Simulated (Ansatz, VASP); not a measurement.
# Ti4Se in VASP and in Ansatz

INCAR

```
SYSTEM = Ti4Se
ALGO     = Normal         ! electronic algorithm
EDIFF    = 1E-6           ! SCF threshold, eV
ENCUT    = 520            ! plane-wave cutoff, eV
GGA      = PE             ! functional
ISIF     = 2              ! what is computed and relaxed
ISMEAR   = 0              ! smearing method
ISPIN    = 2              ! spin polarisation
LASPH    = .TRUE.         ! aspherical terms in the spheres
LCHARG   = .TRUE.         ! write CHGCAR
LELF     = .TRUE.         ! ELF
LMAXMIX  = 4              ! l up to which the mixer works
LORBIT   = 11             ! projections on sites
LREAL    = .FALSE.        ! projectors in reciprocal space
LVHAR    = .TRUE.       
LWAVE    = .FALSE.        ! write WAVECAR
MAGMOM   = -1 -1 -1 -1 0  ! initial moments
NBANDS   = 39             ! bands
NELM     = 150            ! most SCF steps
PREC     = Accurate       ! precision mode
SIGMA    = 0.1            ! smearing width, eV
```

File KPOINTS:

```
k-points
0
G
  4 4 4
  0 0 0
```

Contents of POSCAR:

```
Ti4Se
1.0
    4.4338296600      0.0000000000      0.0000000000
    0.0000000000      4.4338296600      0.0000000000
    0.0000000000      0.0000000000      4.4338296600
Ti Se
4 1
Direct
    0.0000000000      0.0000000000      0.0000000000
    0.5000000000      0.5000000000      0.0000000000
    0.5000000000      0.0000000000      0.5000000000
    0.0000000000      0.5000000000      0.5000000000
    0.5000000000      0.5000000000      0.5000000000
```

Input for Ansatz:

```yaml
crystal:
  lattice:
    - [4.43382966, 0.0, 0.0]
    - [0.0, 4.43382966, 0.0]
    - [0.0, 0.0, 4.43382966]
  atoms:
    - { symbol: Ti, position: [0.0, 0.0, 0.0], spin: -1.0 }
    - { symbol: Ti, position: [0.5, 0.5, 0.0], spin: -1.0 }
    - { symbol: Ti, position: [0.5, 0.0, 0.5], spin: -1.0 }
    - { symbol: Ti, position: [0.0, 0.5, 0.5], spin: -1.0 }
    - { symbol: Se, position: [0.5, 0.5, 0.5] }
basis:
  ecutwfc: 420
kpoints:
  mp_grid: { grid: [4, 4, 4] }
hamiltonian:
  xc: pbe
scf:
  occupations: { method: gaussian, width: 0.1 }
  lower_state_search: "off"
output:
  forces: true
  stress: true
  eigenvalues: true
  populations: true
magnetization:
  spin_polarized: true
```

Change from the starting cell: species swapped into the Mn4N type (Pm-3m, No. 221).

Alike in both runs: task single point; functional PBE; k mesh 4 × 4 × 4; occupations gaussian, width 0.1 eV; collinear spin.

|  | VASP | Ansatz |
| --- | --- | --- |
| version | VASP 6.6.1 | Ansatz 0.2.0 |
| potentials or method | VASP PAW PBE potentials, release 64 (Ti_sv, Se), cutoff 520 eV | scalar-relativistic, plane waves, PAW |
| valence electrons in the cell | 54 | 64 |

Ansatz gave:

```
gap on the k mesh at the Fermi level (eV) : none
pressure (GPa)                            : 19.9
net moment per atom (μB)                  : 0.00
```

Problem. What did VASP give for the same quantities?

Solution. gap on the k mesh at the Fermi level (eV): none; pressure (GPa): 20.1; net moment per atom (μB): 0.00.

A gap of «none» marks a metal or a gap that the smearing closes. VASP's potentials hold 54 valence electrons a cell and Ansatz's 64, so a difference there can come from the potentials and not from the codes. Ansatz's warnings: seeded moment not kept.
